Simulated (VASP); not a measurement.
A run of VASP 6.6.1 is set up as follows.

The input INCAR:

```
ALGO = Fast ; EDIFF = 1E-6
ENCUT = 520 ; GGA = PE
ISIF = 2 ; ISMEAR = 0
LASPH = T ; LCHARG = T
LELF = T ; LREAL = F
LVHAR = T ; LWAVE = F
NBANDS = 30 ; NELM = 100
PREC = Accurate ; SIGMA = 0.1
```

Contents of KPOINTS:

```
k-points
0
Gamma
  8 8 10
```

The input POSCAR:

```
BaZn2H6
1.0
    5.3103850075      0.0000000000      0.0000000000
    0.0000000000      5.3103850075      0.0000000000
    0.0000000000      0.0000000000      3.9444038587
Ba Zn H
1 2 6
Direct
    0.5000000000      0.5000000000      0.5000000000
    0.0000000000      0.5000000000      0.0000000000
    0.5000000000      0.0000000000      0.0000000000
    0.0000000000      0.5000000000      0.5000000000
    0.5000000000      0.0000000000      0.5000000000
    0.2602093730      0.7397906270      0.0000000000
    0.7397906270      0.2602093730      0.0000000000
    0.2602093730      0.2602093730      0.0000000000
    0.7397906270      0.7397906270      0.0000000000
```

Potentials or basis: VASP PAW PBE potentials, release 64 (Ba_sv, Zn, H).

Run with:

```console
$ cat potpaw_PBE.64/Ba_sv/POTCAR potpaw_PBE.64/Zn/POTCAR potpaw_PBE.64/H/POTCAR > POTCAR
$ mpirun -np 1 vasp_std > vasp.out
```

(1) What does it give for the pressure?

(2) Estimate the largest force.

(3) Estimate the band gap on the k mesh.

## Answers

(1) 0.6 GPa.

(2) 0.036 eV/Å.

(3) zero (bands 20 and 21 overlap by 0.42 eV).

Caveat: the cell differs from its parent crystal (atoms taken out); spin-orbit coupling is left out, which moves the levels of the heavy elements.
